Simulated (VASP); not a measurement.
# Be (P6_3/mmc) in VASP: notebook

The runs below take Be through relaxation of shape and atoms at fixed volume, with r2SCAN.

All numbers are computed with VASP 6.6.1; they aren't measurements. Logs are shortened: lines on timing, memory, paths and dates and some standing lists are left out, and cuts for length are marked.

**1. The cell of the first run**

It takes space group P6_3/mmc (No. 194, hexagonal). Conventional cell: a = 2.284 Å, b = 2.284 Å, c = 3.605 Å, α = 90.00°, β = 90.00°, γ = 120.00°. Within 3.0 Å of Be (site symmetry -6m2) lie 12 Be at 2.23 to 2.28 Å.

**2. Relaxation of shape and atoms at fixed volume, r2SCAN (8.14 Å³/atom)**

The input, POSCAR:

```
Be
1.0
    2.2840552478      0.0000000000      0.0000000000
   -1.1420276239      1.9780498682      0.0000000000
    0.0000000000      0.0000000000      3.6045008250
Be
2
Direct
    0.3333333333      0.6666666667      0.2500000000
    0.6666666667      0.3333333333      0.7500000000
```

The input, INCAR.step1:

```
PREC = Accurate ; ENCUT = 600
ISMEAR = 0 ; SIGMA = 0.1
LREAL = F ; LASPH = T
NELM = 100 ; GGA = PE
ALGO = Normal ; EDIFF = 1E-4
LWAVE = T ; LCHARG = F
```

The input, INCAR.step2:

```
PREC = Accurate ; ENCUT = 600
EDIFF = 1E-7 ; ISMEAR = 0
SIGMA = 0.1 ; LREAL = F
LASPH = T ; NELM = 100
ALGO = Normal ; ISIF = 4
LWAVE = F ; LCHARG = F
METAGGA = R2SCAN ; LMIXTAU = T
IBRION = 2 ; NSW = 50
EDIFFG = -0.01 ; ISTART = 1
```

The input, KPOINTS:

```
regular mesh
0
Gamma
  21 21 12
```

Potentials or basis: VASP PAW PBE potentials, release 64 (Be).

Started as:

```console
$ cat potpaw_PBE.64/Be/POTCAR > POTCAR
$ cp INCAR.step1 INCAR
$ mpirun -np 1 vasp_std > vasp.out
$ cp INCAR.step2 INCAR
$ mpirun -np 1 vasp_std > vasp.out
```

OUTCAR:

```text
PREC = Accurate
   ENCUT = 600
   EDIFF = 1E-7
   ISMEAR = 0
   LREAL = F
   LASPH = T
   NELM = 100
   ISIF = 4
   METAGGA = R2SCAN
   IBRION = 2
   NSW = 50
   EDIFFG = -0.01
   ISTART = 1

 ion  position               nearest neighbor table
   1  0.333  0.667  0.250-   2 2.23   2 2.23   2 2.23   2 2.23   2 2.23   2 2.23
   2  0.667  0.333  0.750-   1 2.23   1 2.23   1 2.23   1 2.23   1 2.23   1 2.23

  LATTYP: Found a hexagonal cell.
 ALAT       =     2.2840552478
 C/A-ratio  =     1.5781145524

  Lattice vectors:

 A1 = (   2.2840552478,   0.0000000000,   0.0000000000)
 A2 = (  -1.1420276239,   1.9780498682,   0.0000000000)
 A3 = (   0.0000000000,   0.0000000000,   3.6045008250)

Analysis of symmetry for initial positions (statically):
=====================================================================
 Subroutine PRICEL returns:
 Original cell was already a primitive cell.

 Routine SETGRP: Setting up the symmetry group for a
 hexagonal supercell.

 Subroutine GETGRP returns: Found 24 space group operations
 (whereof 12 operations were pure point group operations)
 out of a pool of 24 trial point group operations.

The static configuration has the point symmetry D_3d.
 The point group associated with its full space group is D_6h.

Analysis of symmetry for dynamics (positions and initial velocities):
=====================================================================
 Subroutine PRICEL returns:
 Original cell was already a primitive cell.

 Routine SETGRP: Setting up the symmetry group for a
 hexagonal supercell.

 Subroutine GETGRP returns: Found 24 space group operations
 (whereof 12 operations were pure point group operations)
 out of a pool of 24 trial point group operations.

The dynamic configuration has the point symmetry D_3d.
 The point group associated with its full space group is D_6h.

 Subroutine INISYM returns: Found 24 space group operations
 (whereof 12 operations are pure point group operations),
 and found     1 'primitive' translations

----------------------------------------------------------------------------------------

                                     Primitive cell

  volume of cell :      16.2850

  direct lattice vectors                    reciprocal lattice vectors
     2.284055248  0.000000000  0.000000000     0.437817781  0.252774214  0.000000000
    -1.142027624  1.978049868  0.000000000     0.000000000  0.505548427  0.000000000
     0.000000000  0.000000000  3.604500825     0.000000000  0.000000000  0.277430926

  length of vectors
     2.284055248  2.284055248  3.604500825     0.505548427  0.505548427  0.277430926

  position of ions in fractional coordinates (direct lattice)
     0.333333333  0.666666667  0.250000000
     0.666666667  0.333333333  0.750000000

  ion indices of the primitive-cell ions
   primitive index   ion index
                 1           1
                 2           2

----------------------------------------------------------------------------------------

 KPOINTS: regular mesh

Automatic generation of k-mesh.
 Grid dimensions read from file:
 generate k-points for:   21   21   12

 Generating k-lattice:

  Cartesian coordinates                     Fractional coordinates (reciprocal lattice)
     0.020848466  0.012036867  0.000000000     0.047619048 -0.000000000  0.000000000
     0.000000000  0.024073735  0.000000000     0.000000000  0.047619048  0.000000000
     0.000000000  0.000000000  0.023119244     0.000000000  0.000000000  0.083333333

[... 56 lines left out ...]
   EDIFF  = 0.1E-06   stopping-criterion for ELM
   LREAL  =      F    real-space projection
   EDIFFG = -.1E-01   stopping-criterion for IOM
   NSW    =     50    number of steps for IOM
   IBRION =      2    ionic relax: 0-MD 1-quasi-New 2-CG
   NFREE  =      1    steps in history (QN), initial steepest desc. (CG)
   ISIF   =      4    stress and relaxation
   ISYM   =      2    0-nonsym 1-usesym 2-fastsym
   POTIM  = 0.5000    time-step for ionic-motion
   TEBEG  =    0.0;   TEEND  =   0.0 temperature during run
   PSTRESS=    0.0 pullay stress
   NELECT =       4.0000    total number of electrons
   NUPDOWN=      -1.0000    fix difference up-down
   EMIN   =  10.00;   EMAX   =-10.00  energy-range for DOS
   EFERMI =   0.00;   METHOD = LEGACY
   ISMEAR =     0;   SIGMA  =   0.10  broadening in eV -4-tet -1-fermi 0-gaus
   EFERMI_NEDOS =   21; number of points for ismear=-14 and -15
   IALGO  =     38    algorithm
   IMIX   =      4    mixing-type and parameters
     AMIX     =   0.40;   BMIX     =  1.00
     AMIX_MAG =   1.60;   BMIX_MAG =  1.00
  volume/ion in A,a.u.               =       8.14        54.95
  Fermi-wavevector in a.u.,A,eV,Ry     =   1.025255  1.937451 14.301730  1.051148
  Thomas-Fermi vector in A             =   2.159085
   LORBIT       =      0    0 simple, 1 ext, 2 COOP (PROOUT), +10 PAW based schemes
   METAGGA = R2SCAN    functional components
   LHFCALC =     F    Hartree Fock is set to
   AEXX    =    0.0000 exact exchange contribution
   IVDW    =     0    specifies the selected vdW correction
   LEPSILON=     F    determine dielectric tensor
   LRPA    =     F    only Hartree local field effects (RPA)
 conjugate gradient relaxation of ions
 non-spin polarized calculation
 Gauss-broadening in eV      SIGMA  =   0.10
  energy-cutoff  :      600.00
  volume of cell :       16.29
 maximum number of plane-waves:       560
   NGX =  9   NGY =  9   NGZ = 15

--------------------------------------- Ionic step        1  -------------------------------------------

 number of electron       4.0000000 magnetization

 Free energy of the ion-electron system (eV)
  ---------------------------------------------------
  ext. energy  EPLUGINS =         0.00000000
  ---------------------------------------------------
  free energy    TOTEN  =        -8.67267342 eV

  energy without entropy =       -8.67110120  energy(sigma->0) =       -8.67188731

------------------------ aborting loop because EDIFF is reached ----------------------------------------

  FORCE on cell =-STRESS in cart. coord.  units (eV):
  Direction    XX          YY          ZZ          XY          YZ          ZX
  --------------------------------------------------------------------------------------
  -------------------------------------------------------------------------------------
  Total       -0.3269493     -0.3269493     -0.3640201      0.0000000      0.0000000      0.0000000
  in kB      -32.1663721    -32.1663721    -35.8135222      0.0000000      0.0000000      0.0000000
  external PRESSURE =     -33.3820888 kB  Pullay stress =       0.0000000 kB

 VOLUME and BASIS-vectors are now :
 -----------------------------------------------------------------------------
  energy-cutoff  :      600.00
  volume of cell :       16.29
      direct lattice vectors                 reciprocal lattice vectors
     2.284055248  0.000000000  0.000000000     0.437817781  0.252774214  0.000000000
    -1.142027624  1.978049868  0.000000000     0.000000000  0.505548427  0.000000000
     0.000000000  0.000000000  3.604500825     0.000000000  0.000000000  0.277430926

 POSITION                                       TOTAL-FORCE (eV/Angst)
 -----------------------------------------------------------------------------------
     -0.00000      1.31870      0.90113         0.000000      0.000000      0.000000
      1.14203      0.65935      2.70338        -0.000000     -0.000000      0.000000
 -----------------------------------------------------------------------------------
    total drift:                                0.000000     -0.000000      0.000000

  FREE ENERGIE OF THE ION-ELECTRON SYSTEM (eV)
  ---------------------------------------------------
  free  energy   TOTEN  =        -8.6726734184 eV

  energy  without entropy=       -8.6711012037  energy(sigma->0) =       -8.67188731

--------------------------------------- Ionic step        2  -------------------------------------------

 number of electron       4.0000000 magnetization

 Free energy of the ion-electron system (eV)
  ---------------------------------------------------
  ext. energy  EPLUGINS =         0.00000000
  ---------------------------------------------------
  free energy    TOTEN  =        -8.67268576 eV

  energy without entropy =       -8.67110485  energy(sigma->0) =       -8.67189531

 E-fermi :   6.9339     XC(G=0): -11.1594

 val. band max:        6.9293849990   @ k =   0.3333   0.2857   0.3333
 cond. band min:       6.9381156495   @ k =   0.3333   0.2857   0.0833
 fundamental gap:      0.0087306505
 Fermi energy:         6.9338636587

 k-point     1 :       0.0000    0.0000    0.0000
  band No.  band energies     occupation
      1      -5.1805      2.00000
      2       2.2327      2.00000
      3       7.8290      0.00000
      4      23.8735      0.00000
      5      23.8735      0.00000
      6      26.8411      0.00000
[... 199 lines left out ...]
 k-point    24 :       0.1905    0.0952    0.0000
  band No.  band energies     occupation
      1      -3.2243      2.00000
      2       4.7197      2.00000
      3       8.2965      0.00000
      4      15.4451      0.00000
      5      17.9069      0.00000
      6      24.0041      0.00000

 [... further k-points ...]

------------------------ aborting loop because EDIFF is reached ----------------------------------------

  FORCE on cell =-STRESS in cart. coord.  units (eV):
  Direction    XX          YY          ZZ          XY          YZ          ZX
  --------------------------------------------------------------------------------------
  -------------------------------------------------------------------------------------
  Total       -0.3363981     -0.3363981     -0.3412774      0.0000000      0.0000000      0.0000000
  in kB      -33.0959687    -33.0959687    -33.5760187      0.0000000      0.0000000      0.0000000
  external PRESSURE =     -33.2559854 kB  Pullay stress =       0.0000000 kB

 VOLUME and BASIS-vectors are now :
 -----------------------------------------------------------------------------
  energy-cutoff  :      600.00
  volume of cell :       16.29
      direct lattice vectors                 reciprocal lattice vectors
     2.284736249  0.000000000  0.000000000     0.437687282  0.252698870 -0.000000000
    -1.142368125  1.978639633  0.000000000     0.000000000  0.505397741  0.000000000
     0.000000000  0.000000000  3.602352389     0.000000000  0.000000000  0.277596385

 POSITION                                       TOTAL-FORCE (eV/Angst)
 -----------------------------------------------------------------------------------
     -0.00000      1.31909      0.90059        -0.000000     -0.000000      0.000000
      1.14237      0.65955      2.70176         0.000000      0.000000      0.000000
 -----------------------------------------------------------------------------------
    total drift:                                0.000000     -0.000000      0.000000

  FREE ENERGIE OF THE ION-ELECTRON SYSTEM (eV)
  ---------------------------------------------------
  free  energy   TOTEN  =        -8.6726857622 eV

  energy  without entropy=       -8.6711048515  energy(sigma->0) =       -8.67189531

 reached required accuracy - stopping structural energy minimisation
```

Wall time 3.5 min (1 thread of Oxide Virtual Turin-like, shared host); peak memory 0.12 GiB.

Results:

| Property | Result |
| --- | --- |
| Free energy | -8.6727 eV |
| Energy gained by relaxing | 0.0 meV/atom |
| Ionic steps | 2 |
| Pressure after relaxing | -3.3 GPa |
| Band gap on the k mesh | zero (bands 2 and 3 overlap by 2.18 eV) |

Final structure:
```cif
data_structure
_symmetry_space_group_name_H-M 'P 1'
_symmetry_Int_Tables_number 1
_cell_length_a 2.2847
_cell_length_b 2.2847
_cell_length_c 3.6024
_cell_angle_alpha 90.000
_cell_angle_beta 90.000
_cell_angle_gamma 120.000
_cell_volume 16.29
loop_
_atom_site_label
_atom_site_type_symbol
_atom_site_fract_x
_atom_site_fract_y
_atom_site_fract_z
_atom_site_occupancy
Be1 Be 0.33333 0.66667 0.25000 1
Be2 Be 0.66667 0.33333 0.75000 1
```

Caveat: the PAW data sets were made with another functional, which shifts forces and pressure a little.

**3. Relaxation of shape and atoms at fixed volume, r2SCAN (8.38 Å³/atom)**

This run uses another cell than the first one, of 8.38 Å³/atom.

The input, POSCAR:

```
Be
1.0
    2.3070137789      0.0000000000      0.0000000000
   -1.1535068894      1.9979325394      0.0000000000
    0.0000000000      0.0000000000      3.6360228370
Be
2
Direct
    0.3333333333      0.6666666667      0.2500000000
    0.6666666667      0.3333333333      0.7500000000
```

The input, INCAR.step1:

```
ALGO = Normal
EDIFF = 1E-4
ENCUT = 600
GGA = PE
ISMEAR = 0
LASPH = T
LCHARG = F
LREAL = F
LWAVE = T
NELM = 60
PREC = Accurate
SIGMA = 0.1
```

The input, INCAR.step2:

```
ALGO = Normal
EDIFF = 1E-7
EDIFFG = -0.01
ENCUT = 600
IBRION = 2
ISIF = 4
ISMEAR = 0
ISTART = 1
LASPH = T
LCHARG = F
LMIXTAU = T
LREAL = F
LWAVE = F
METAGGA = R2SCAN
NELM = 60
NSW = 50
PREC = Accurate
SIGMA = 0.1
```

The input, KPOINTS:

```
k-points
0
Gamma
  21 21 12
```

Potentials or basis: VASP PAW PBE potentials, release 64 (Be).

Started as:

```console
$ cat potpaw_PBE.64/Be/POTCAR > POTCAR
$ cp INCAR.step1 INCAR
$ mpirun -np 1 vasp_std > vasp.out
$ cp INCAR.step2 INCAR
$ mpirun -np 1 vasp_std > vasp.out
```

Wall time 4.2 min (1 thread of Oxide Virtual Turin-like, shared host); peak memory 0.12 GiB.

The run converged. Its results:

```
Free energy               : -8.6581 eV
Energy gained by relaxing : 0.0 meV/atom
Ionic steps               : 2
Pressure after relaxing   : -6.4 GPa
Band gap on the k mesh    : zero (bands 2 and 3 overlap by 2.16 eV)
```

Final structure:
```
Be
1.0
     2.30768    0.00000    0.00000
    -1.15384    1.99851    0.00000
     0.00000    0.00000    3.63392
Be
2
Direct
  0.33333 0.66667 0.25000
  0.66667 0.33333 0.75000
```

Levels at points of the mesh, in eV from the Fermi level:
```tsv
k point	band 1	band 2	band 3	band 4	band 5
(0.00, 0.00, 0.00)	-11.95	-4.58	0.83	16.55	16.55
(0.00, 0.00, 0.50)	-9.66	-9.66	10.88	10.88	18.27
```

Caveat: the PAW data sets were made with another functional, which shifts forces and pressure a little.
